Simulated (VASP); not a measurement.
AlH6: single point with PBE

AlH6:

```
CELL_PARAMETERS angstrom
3.61919 0.00000 0.00000
0.00000 3.61919 0.00000
0.00000 0.00000 4.34896
ATOMIC_POSITIONS crystal
Al 0.50000 0.50000 0.93043
H 0.31739 0.00000 0.08658
H 0.68261 0.00000 0.08658
H 0.00000 0.31739 0.08658
H 0.00000 0.68261 0.08658
H 0.50000 0.00000 0.48223
H 0.00000 0.50000 0.48223
```

The cell was built from a structure type or drawn by symmetry, and may not be a known phase.

- Program: VASP 6.6.1
- Task: single point
- Functional: PBE
- Potentials or basis: VASP PAW PBE potentials, release 64 (Al, H)
- Cutoff: 520 eV
- k mesh: 6 × 6 × 4
- Occupations: gaussian, width 0.1 eV
- Spin: no spin polarisation

```
Pressure               : -12.1 GPa
Largest force          : 1.724 eV/Å
Band gap on the k mesh : zero (an odd number of electrons rules out a gap without spin polarisation)
```

Forces on the atoms (eV/Å):
```
Al   0.000  0.000 -1.724
H   -0.063  0.000 -0.059
H    0.063  0.000 -0.059
H    0.000 -0.063 -0.059
H    0.000  0.063 -0.059
H    0.000  0.000  0.980
H    0.000  0.000  0.980
```

Stress tensor (GPa, compression positive):
```
-12.38   0.00   0.00
  0.00 -12.38   0.00
  0.00   0.00 -11.42
```

Levels at points of the mesh, in eV from the Fermi level:
```
           k point  band 1  band 2  band 3  band 4  band 5  band 6  band 7  band 8
(0.00, 0.00, 0.00)  -11.17   -3.39   -2.75    0.04    0.04    0.27    2.67    4.28
(0.50, 0.00, 0.00)   -8.76   -8.41   -0.70   -0.39    1.51    1.53    2.91    3.98
(0.50, 0.50, 0.00)   -7.18   -7.18   -4.50   -3.08    0.34    0.34    4.06    5.36
(0.00, 0.00, 0.50)  -10.82   -5.15   -3.00    0.23    0.23    1.31    3.63    6.16
(0.50, 0.00, 0.50)   -8.47   -7.98   -3.12   -2.28    1.65    2.97    3.25    4.39
(0.50, 0.50, 0.50)   -6.84   -6.84   -4.34   -2.48   -1.51   -1.51    1.37    4.95
```

Wall time 35 s on 1 thread of Intel Xeon 8259CL, on a shared host, peak memory 0.16 GiB.

Caveat: the k points lie up to 0.36 Å⁻¹ apart, too coarse for converged energies and pressures of a metal; forces of over 1 eV/Å act on the atoms, so gaps and moduli don't describe the material at rest.
